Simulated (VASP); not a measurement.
# Sm2Si (Pmma) in VASP: notebook

The runs below take Sm2Si through single point, relaxation of cell and atoms, with PBE.

All numbers are computed with VASP 6.6.1; they aren't measurements. Logs are shortened: lines on timing, memory, paths and dates and some standing lists are left out, and cuts for length are marked.

## (1) The cell of the first run

Symmetry: Pmma, No. 51, orthorhombic system. Conventional cell: a = 9.597 Å, b = 4.881 Å, c = 3.719 Å, α = 90.00°, β = 90.00°, γ = 90.00°. Sm (site symmetry 2/m) has 4 Si at 2.94 to 3.14 Å and 6 Sm at 3.44 to 3.72 Å within 3.9 Å. Sm (site symmetry mm2) has 4 Si at 2.94 to 3.21 Å and 6 Sm at 3.44 to 3.72 Å within 3.9 Å. Si (site symmetry mm2) has 8 Sm at 2.94 to 3.21 Å and 2 Si at 3.72 Å within 3.9 Å.

## (2) Single point, PBE

Contents of INCAR:

```
SYSTEM = Sm2Si
PREC     = Accurate       ! precision mode
ENCUT    = 500            ! plane-wave cutoff, eV
EDIFF    = 1E-6           ! SCF threshold, eV
ISMEAR   = 0              ! smearing method
SIGMA    = 0.1            ! smearing width, eV
LREAL    = .False.        ! projectors in reciprocal space
LASPH    = .True.         ! aspherical terms in the spheres
NELM     = 200            ! most SCF steps
ALGO     = Normal         ! electronic algorithm
ISIF     = 2              ! what is computed and relaxed
LWAVE    = .False.        ! write WAVECAR
LCHARG   = .True.         ! write CHGCAR
GGA      = PE             ! functional
LELF     = .True.         ! ELF
LVHAR    = .True.       
NBANDS   = 35             ! bands
GGA_COMPAT= .False.      
LMAXMIX  = 6              ! l up to which the mixer works
```

Contents of KPOINTS:

```
regular mesh
0
Gamma
  2 4 6
  0 0 0
```

Contents of POSCAR:

```
Sm2Si
1.0
    9.5965057753      0.0000000000      0.0000000000
    0.0000000000      4.8808222749      0.0000000000
    0.0000000000      0.0000000000      3.7187719032
Sm Si
4 2
Direct
    0.5000000000      0.5000000000      0.0000000000
    0.0000000000      0.5000000000      0.0000000000
    0.7500000000      0.0000000000      0.8948929225
    0.2500000000      0.0000000000      0.1051070775
    0.7500000000      0.5000000000      0.4553289200
    0.2500000000      0.5000000000      0.5446710800
```

Potentials or basis: VASP PAW PBE potentials, release 64 (Sm_3, Si), 4f in core.

On the command line:

```bash
> cat potpaw_PBE.64/Sm_3/POTCAR potpaw_PBE.64/Si/POTCAR > POTCAR
> mpirun -np 1 vasp_std > vasp.out
```

OUTCAR:

```text
SYSTEM = Sm2Si
   PREC = Accurate
   ENCUT = 500
   EDIFF = 1E-6
   ISMEAR = 0
   LREAL = .False.
   LASPH = .True.
   NELM = 200
   ISIF = 2
   GGA = PE

 ion  position               nearest neighbor table
   1  0.500  0.500  0.000-   5 2.94   6 2.94   6 3.14   5 3.14   4 3.44   3 3.44   3 3.44   4 3.44

   2  0.000  0.500  0.000-   5 2.94   6 2.94   6 3.14   5 3.14   4 3.44   3 3.44   3 3.44   4 3.44

   3  0.750  0.000  0.895-   5 2.94   5 2.94   5 3.21   5 3.21   2 3.44   1 3.44   2 3.44   1 3.44

   4  0.250  0.000  0.105-   6 2.94   6 2.94   6 3.21   6 3.21   1 3.44   2 3.44   1 3.44   2 3.44

   5  0.750  0.500  0.455-   1 2.94   2 2.94   3 2.94   3 2.94   1 3.14   2 3.14   3 3.21   3 3.21

   6  0.250  0.500  0.545-   1 2.94   2 2.94   4 2.94   4 2.94   2 3.14   1 3.14   4 3.21   4 3.21

  LATTYP: Found a simple orthorhombic cell.
 ALAT       =     3.7187719032
 B/A-ratio  =     1.3124822931
 C/A-ratio  =     2.5805577823

  Lattice vectors:

 A1 = (   0.0000000000,   0.0000000000,  -3.7187719032)
 A2 = (   0.0000000000,   4.8808222749,   0.0000000000)
 A3 = (   9.5965057753,   0.0000000000,   0.0000000000)

Analysis of symmetry for initial positions (statically):
=====================================================================
 Subroutine PRICEL returns:
 Original cell was already a primitive cell.

 Routine SETGRP: Setting up the symmetry group for a
 simple orthorhombic supercell.

 Subroutine GETGRP returns: Found  8 space group operations
 (whereof  4 operations were pure point group operations)
 out of a pool of  8 trial point group operations.

The static configuration has the point symmetry C_2h.
 The point group associated with its full space group is D_2h.

Analysis of symmetry for dynamics (positions and initial velocities):
=====================================================================
 Subroutine PRICEL returns:
 Original cell was already a primitive cell.

 Routine SETGRP: Setting up the symmetry group for a
 simple orthorhombic supercell.

 Subroutine GETGRP returns: Found  8 space group operations
 (whereof  4 operations were pure point group operations)
 out of a pool of  8 trial point group operations.

The dynamic configuration has the point symmetry C_2h.
 The point group associated with its full space group is D_2h.

 Subroutine INISYM returns: Found  8 space group operations
 (whereof  4 operations are pure point group operations),
 and found     1 'primitive' translations

----------------------------------------------------------------------------------------

                                     Primitive cell

  volume of cell :     174.1830

  direct lattice vectors                    reciprocal lattice vectors
     9.596505775  0.000000000  0.000000000     0.104204595  0.000000000  0.000000000
     0.000000000  4.880822275  0.000000000     0.000000000  0.204883510  0.000000000
     0.000000000  0.000000000  3.718771903     0.000000000  0.000000000  0.268905979

  length of vectors
     9.596505775  4.880822275  3.718771903     0.104204595  0.204883510  0.268905979

  position of ions in fractional coordinates (direct lattice)
     0.500000000  0.500000000  0.000000000
     0.000000000  0.500000000  0.000000000
     0.750000000  0.000000000  0.894892922
     0.250000000  0.000000000  0.105107078
     0.750000000  0.500000000  0.455328920
     0.250000000  0.500000000  0.544671080

  ion indices of the primitive-cell ions
   primitive index   ion index
                 1           1
                 2           2
                 3           3
                 4           4
                 5           5
                 6           6

----------------------------------------------------------------------------------------

 KPOINTS: regular mesh

Automatic generation of k-mesh.
 Grid dimensions read from file:
 generate k-points for:    2    4    6

 Generating k-lattice:

  Cartesian coordinates                     Fractional coordinates (reciprocal lattice)
     0.052102298  0.000000000  0.000000000     0.500000000  0.000000000  0.000000000
     0.000000000  0.051220878  0.000000000     0.000000000  0.250000000  0.000000000
     0.000000000  0.000000000  0.044817663     0.000000000  0.000000000  0.166666667

  Length of vectors
     0.052102298  0.051220878  0.044817663

  Shift w.r.t. Gamma in fractional coordinates (k-lattice)
     0.000000000  0.000000000  0.000000000

 Subroutine IBZKPT returns following result:
 ===========================================

 Found     24 irreducible k-points:

 Following reciprocal coordinates:
            Coordinates               Weight
  0.000000  0.000000  0.000000      1.000000
  0.500000  0.000000  0.000000      1.000000
  0.000000  0.250000  0.000000      2.000000
  0.500000  0.250000  0.000000      2.000000
  0.000000  0.500000  0.000000      1.000000
  0.500000  0.500000  0.000000      1.000000
[... 16 lines left out ...]
  0.000000  0.500000  0.500000      1.000000
  0.500000  0.500000  0.500000      1.000000
   k-points           NKPTS =     24   k-points in BZ     NKDIM =     24   number of bands    NBANDS=     35
   number of dos      NEDOS =    301   number of ions     NIONS =      6
   total plane-waves  NPLWV =  70560
   dimension x,y,z NGX =    70 NGY =   36 NGZ =   28
   dimension x,y,z NGXF=   140 NGYF=   72 NGZF=   56
   ions per type =               4   2
   NGX,Y,Z   is equivalent  to a cutoff of  12.13, 12.26, 12.52 a.u.
   NGXF,Y,Z  is equivalent  to a cutoff of  24.25, 24.52, 25.03 a.u.
 SYSTEM =  Sm2Si
   PREC   = accura    normal or accurate (medium, high low for compatibility)
   ISTART =      0    job   : 0-new  1-cont  2-samecut
   ICHARG =      2    charge: 1-file 2-atom 10-const
   ISPIN  =      1    spin polarized calculation?
   LNONCOLLINEAR =      F non collinear calculations
   LSORBIT =      F    spin-orbit coupling
   LASPH  =      T    aspherical Exc in radial PAW
   ENCUT  =  500.0 eV  36.75 Ry    6.06 a.u.  17.50  8.90  6.78*2*pi/ulx,y,z
   NELM   =    200;   NELMIN=  2; NELMDL= -5     # of ELM steps
   EDIFF  = 0.1E-05   stopping-criterion for ELM
   LREAL  =      F    real-space projection
   EDIFFG = 0.1E-04   stopping-criterion for IOM
   NSW    =      0    number of steps for IOM
   IBRION =     -1    ionic relax: 0-MD 1-quasi-New 2-CG
   NFREE  =      0    steps in history (QN), initial steepest desc. (CG)
   ISIF   =      2    stress and relaxation
   ISYM   =      2    0-nonsym 1-usesym 2-fastsym
   POTIM  = 0.5000    time-step for ionic-motion
   TEBEG  =    0.0;   TEEND  =   0.0 temperature during run
   PSTRESS=    0.0 pullay stress
   NELECT =      52.0000    total number of electrons
   NUPDOWN=      -1.0000    fix difference up-down
   EMIN   =  10.00;   EMAX   =-10.00  energy-range for DOS
   EFERMI =   0.00;   METHOD = LEGACY
   ISMEAR =     0;   SIGMA  =   0.10  broadening in eV -4-tet -1-fermi 0-gaus
   EFERMI_NEDOS =   21; number of points for ismear=-14 and -15
   IALGO  =     38    algorithm
   IMIX   =      4    mixing-type and parameters
     AMIX     =   0.40;   BMIX     =  1.00
     AMIX_MAG =   1.60;   BMIX_MAG =  1.00
  volume/ion in A,a.u.               =      29.03       195.91
  Fermi-wavevector in a.u.,A,eV,Ry     =   1.094143  2.067630 16.288198  1.197149
  Thomas-Fermi vector in A             =   2.230442
   LORBIT       =      0    0 simple, 1 ext, 2 COOP (PROOUT), +10 PAW based schemes
   GGA     = PE    functional components
   LHFCALC =     F    Hartree Fock is set to
   AEXX    =    0.0000 exact exchange contribution
   IVDW    =     0    specifies the selected vdW correction
   LEPSILON=     F    determine dielectric tensor
   LRPA    =     F    only Hartree local field effects (RPA)
 non-spin polarized calculation
 Gauss-broadening in eV      SIGMA  =   0.10
  energy-cutoff  :      500.00
  volume of cell :      174.18
 maximum number of plane-waves:      4452
 NGX is ok and might be reduce to    70
   NGX = 35   NGY = 17   NGZ = 13

 number of electron      51.9999999 magnetization

 Free energy of the ion-electron system (eV)
  ---------------------------------------------------
  ext. energy  EPLUGINS =         0.00000000
  ---------------------------------------------------
  free energy    TOTEN  =       -31.25267739 eV

  energy without entropy =      -31.21839445  energy(sigma->0) =      -31.23553592

 E-fermi :   3.5732     XC(G=0):  -9.6742

 val. band max:        3.5616248701   @ k =   0.0000   0.2500   0.1667
 cond. band min:       3.5876124280   @ k =   0.0000   0.5000   0.0000
 fundamental gap:      0.0259875579
 Fermi energy:         3.5731593054

 k-point     1 :       0.0000    0.0000    0.0000
  band No.  band energies     occupation
      1     -37.5685      2.00000
      2     -37.5345      2.00000
      3     -37.4676      2.00000
      4     -37.4343      2.00000
      5     -17.3126      2.00000
      6     -17.3022      2.00000
[... 27 lines left out ...]
     34       5.8842      0.00000
     35       6.0491      0.00000

 k-point     2 :       0.5000    0.0000    0.0000
  band No.  band energies     occupation
      1     -37.5542      2.00000
      2     -37.5542      2.00000
      3     -37.4482      2.00000
      4     -37.4482      2.00000
      5     -17.2325      2.00000
      6     -17.2325      2.00000
[... 27 lines left out ...]
     34       5.7734      0.00000
     35       6.6802      0.00000

 k-point     3 :       0.0000    0.2500    0.0000
  band No.  band energies     occupation
      1     -37.5542      2.00000
      2     -37.5341      2.00000
      3     -37.4673      2.00000
      4     -37.4484      2.00000
      5     -17.3203      2.00000
      6     -17.3076      2.00000
[... 27 lines left out ...]
     34       6.0705      0.00000
     35       6.0879      0.00000
[... 723 lines left out ...]
 k-point    23 :       0.0000    0.5000    0.5000
  band No.  band energies     occupation
      1     -37.5119      2.00000
      2     -37.5113      2.00000
      3     -37.4454      2.00000
      4     -37.4445      2.00000
      5     -17.3643      2.00000
      6     -17.3603      2.00000
[... 27 lines left out ...]
     34       5.8049      0.00000
     35       6.2699      0.00000

 k-point    24 :       0.5000    0.5000    0.5000
  band No.  band energies     occupation
      1     -37.5116      2.00000
      2     -37.5116      2.00000
      3     -37.4449      2.00000
      4     -37.4449      2.00000
      5     -17.2646      2.00000
      6     -17.2646      2.00000
[... 27 lines left out ...]
     34       6.2993      0.00000
     35       6.4209      0.00000

------------------------ aborting loop because EDIFF is reached ----------------------------------------

  FORCE on cell =-STRESS in cart. coord.  units (eV):
  Direction    XX          YY          ZZ          XY          YZ          ZX
  --------------------------------------------------------------------------------------
  -------------------------------------------------------------------------------------
  Total        0.2719813      0.1152718      0.5983765      0.0000000      0.0000000      0.0000000
  in kB        2.5017501      1.0602978      5.5040128      0.0000000      0.0000000      0.0000000
  external PRESSURE =       3.0220202 kB  Pullay stress =       0.0000000 kB

 VOLUME and BASIS-vectors are now :
 -----------------------------------------------------------------------------
  energy-cutoff  :      500.00
  volume of cell :      174.18
      direct lattice vectors                 reciprocal lattice vectors
     9.596505775  0.000000000  0.000000000     0.104204595  0.000000000  0.000000000
     0.000000000  4.880822275  0.000000000     0.000000000  0.204883510  0.000000000
     0.000000000  0.000000000  3.718771903     0.000000000  0.000000000  0.268905979

 POSITION                                       TOTAL-FORCE (eV/Angst)
 -----------------------------------------------------------------------------------
      4.79825      2.44041      0.00000         0.000000      0.000000      0.000000
      0.00000      2.44041      0.00000         0.000000      0.000000      0.000000
      7.19738      0.00000      3.32790        -0.000000      0.000000     -0.007616
      2.39913      0.00000      0.39087         0.000000     -0.000000      0.007616
      7.19738      2.44041      1.69326         0.000000      0.000000     -0.019628
      2.39913      2.44041      2.02551         0.000000      0.000000      0.019628
 -----------------------------------------------------------------------------------
    total drift:                                0.000000      0.000000     -0.000000

  FREE ENERGIE OF THE ION-ELECTRON SYSTEM (eV)
  ---------------------------------------------------
  free  energy   TOTEN  =       -31.2526773855 eV

  energy  without entropy=      -31.2183944547  energy(sigma->0) =      -31.23553592
```

Wall time 48 s (1 thread of Intel Xeon 6975P-C (Granite Rapids), shared host); peak memory 0.31 GiB.

Results:

```
Free energy            : -31.2527 eV
Pressure               : 0.3 GPa
Largest force          : 0.020 eV/Å
Band gap on the k mesh : zero (bands 26 and 27 overlap by 0.64 eV)
```

Forces on the atoms (eV/Å):
```
Sm   0.000  0.000  0.000
Sm   0.000  0.000  0.000
Sm   0.000  0.000 -0.008
Sm   0.000  0.000  0.008
Si   0.000  0.000 -0.020
Si   0.000  0.000  0.020
```

Stress tensor (GPa, compression positive):
```
0.25 0.00 0.00
0.00 0.11 0.00
0.00 0.00 0.55
```

Levels at points of the mesh, in eV from the Fermi level:
```
           k point  band 22  band 23  band 24  band 25  band 26  band 27  band 28  band 29  band 30  band 31
(0.00, 0.00, 0.00)    -0.76    -0.67    -0.43    -0.40    -0.22    -0.21    -0.04     0.73     0.96     1.27
(0.50, 0.00, 0.00)    -1.19    -0.78    -0.78    -0.45    -0.45     0.30     0.30     0.39     0.39     1.54
(0.00, 0.50, 0.00)    -1.00    -0.70    -0.16     0.01     0.25     0.30     0.37     0.55     0.97     1.30
(0.50, 0.50, 0.00)    -2.20    -0.50    -0.50     0.10     0.10     0.46     0.46     0.46     0.46     1.92
(0.00, 0.00, 0.50)    -2.49    -2.03    -1.57    -1.02    -0.17     0.22     0.96     1.54     1.92     1.97
(0.50, 0.00, 0.50)    -2.31    -1.97    -1.97    -0.48    -0.48     0.33     0.33     1.72     1.72     1.99
(0.00, 0.50, 0.50)    -1.48    -1.27    -0.43    -0.40    -0.37    -0.20     0.58     0.68     1.81     1.85
(0.50, 0.50, 0.50)    -1.63    -1.35    -1.35     0.02     0.02     0.07     0.07     0.92     0.92     1.85
```

Caveat: spin-orbit coupling is left out, which moves the levels of the heavy elements; the 4f electrons are frozen in the core, so they carry no moment and show no levels.

## (3) Relaxation of cell and atoms, PBE

Contents of INCAR:

```
SYSTEM = Sm2Si
ALGO = Normal ; EDIFF = 1E-7
EDIFFG = -0.04 ; ENCUT = 500
GGA = PE ; GGA_COMPAT = .FALSE.
IBRION = 2 ; ISIF = 3
ISMEAR = 0 ; LASPH = .TRUE.
LCHARG = .FALSE. ; LMAXMIX = 6
LREAL = .FALSE. ; LWAVE = .FALSE.
NELM = 200 ; NELMIN = 4
NSW = 90 ; PREC = Accurate
SIGMA = 0.1
```

Contents of KPOINTS:

```
k-points
0
G
  2 4 6
  0 0 0
```

POSCAR is that of step 2.

Potentials or basis: VASP PAW PBE potentials, release 64 (Sm_3, Si), 4f in core.

On the command line:

```bash
> cat potpaw_PBE.64/Sm_3/POTCAR potpaw_PBE.64/Si/POTCAR > POTCAR
> mpirun -np 1 vasp_std > vasp.out
```

Wall time 1.9 min (1 thread of Intel Xeon 6975P-C (Granite Rapids), shared host); peak memory 0.31 GiB.

The run converged. Its results:

```yaml
Free_energy: -31.2542 eV
Relaxed_volume: 29.23 Å³/atom
Relaxed_cell: a = 9.615 Å, b = 4.885 Å, c = 3.734 Å, α = 90.00°, β = 90.00°, γ = 90.00°
Space_group_after_relaxing_to_0.1_Å: Pmma (No. 51)
Energy_gained_by_relaxing: 0.3 meV/atom
Ionic_steps: 3
Pressure_after_relaxing: -0.1 GPa
Largest_force_after_relaxing: 0.019 eV/Å
Band_gap_on_the_k_mesh: zero (bands 26 and 27 overlap by 0.63 eV)
```

Forces in eV/Å, atoms in the order of the input:
```
Sm   0.000  0.000  0.000
Sm   0.000  0.000  0.000
Sm   0.000  0.000 -0.010
Sm   0.000  0.000  0.010
Si   0.000  0.000 -0.019
Si   0.000  0.000  0.019
```

Stress tensor (GPa, compression positive):
```
-0.09  0.00  0.00
 0.00 -0.17  0.00
 0.00  0.00  0.07
```

The path:
| step | energy change (eV) | largest force (eV/Å) | pressure (GPa) | volume (Å³) |
| --- | --- | --- | --- | --- |
| 1 | 0.0000 | 0.0196 | 0.30 | 174.18 |
| 2 | -0.0015 | 0.0193 | -0.13 | 175.57 |
| 3 | -0.0016 | 0.0193 | -0.07 | 175.38 |

Final structure:
```yaml
crystal:
  lattice:
    - [9.61464, 0.00000, 0.00000]
    - [0.00000, 4.88473, 0.00000]
    - [0.00000, 0.00000, 3.73423]
  atoms:
    - { symbol: Sm, position: [0.50000, 0.50000, 0.00000] }
    - { symbol: Sm, position: [0.00000, 0.50000, 0.00000] }
    - { symbol: Sm, position: [0.75000, 0.00000, 0.89481] }
    - { symbol: Sm, position: [0.25000, 0.00000, 0.10519] }
    - { symbol: Si, position: [0.75000, 0.50000, 0.45511] }
    - { symbol: Si, position: [0.25000, 0.50000, 0.54489] }
```

Levels at points of the mesh, in eV from the Fermi level:
```csv
k point,band 22,band 23,band 24,band 25,band 26,band 27,band 28,band 29,band 30,band 31
"(0.00, 0.00, 0.00)",-0.76,-0.66,-0.42,-0.40,-0.21,-0.21,-0.05,0.72,0.97,1.27
"(0.50, 0.00, 0.00)",-1.18,-0.77,-0.77,-0.45,-0.45,0.30,0.30,0.38,0.38,1.53
"(0.00, 0.50, 0.00)",-1.01,-0.71,-0.15,0.02,0.26,0.27,0.38,0.54,0.97,1.32
"(0.50, 0.50, 0.00)",-2.20,-0.52,-0.52,0.10,0.10,0.46,0.46,0.47,0.47,1.91
"(0.00, 0.00, 0.50)",-2.47,-2.01,-1.57,-1.02,-0.17,0.21,0.97,1.53,1.91,1.96
"(0.50, 0.00, 0.50)",-2.29,-1.96,-1.96,-0.49,-0.49,0.33,0.33,1.73,1.73,1.99
"(0.00, 0.50, 0.50)",-1.46,-1.27,-0.44,-0.41,-0.37,-0.20,0.56,0.68,1.80,1.85
"(0.50, 0.50, 0.50)",-1.62,-1.35,-1.35,0.01,0.01,0.07,0.07,0.91,0.91,1.84
```

Caveat: spin-orbit coupling is left out, which moves the levels of the heavy elements; the 4f electrons are frozen in the core, so they carry no moment and show no levels. Spin polarisation is off, so any magnetic state and its effect on volume and gap are missing.
